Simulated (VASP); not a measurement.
Input of a VASP 6.6.1 run:

INCAR

```
ALGO = Fast ; EDIFF = 1E-7
ENCUT = 520 ; GGA = PE
ISIF = 2 ; ISMEAR = 0
LASPH = T ; LCHARG = F
LREAL = F ; LWAVE = F
NBANDS = 17 ; NELM = 60
PREC = Accurate ; SIGMA = 0.015
```

The input KPOINTS:

```
k-points
0
Gamma
  10 10 5
```

The input POSCAR:

```
Hf
1.0
    3.1967000000      0.0000000000      0.0000000000
   -1.5983500000      2.7684234083      0.0000000000
    0.0000000000      0.0000000000      5.0578000000
Hf
2
Direct
    0.6666666667      0.3333333333      0.7500000000
    0.3333333333      0.6666666667      0.2500000000
```

Potentials or basis: VASP PAW PBE potentials, release 64 (Hf_pv).

The run is started by

```sh
$ cat potpaw_PBE.64/Hf_pv/POTCAR > POTCAR
$ mpirun -np 1 vasp_std > vasp.out
```

(1) Estimate the pressure.

(2) What does it give for the band gap on the k mesh?

Results:

(1) 0.2 GPa.

(2) zero (band 10 reaches 6.10 eV, above the bottom of band 11 at 4.60 eV).

Caveat: spin-orbit coupling is left out, which moves the levels of the heavy elements.
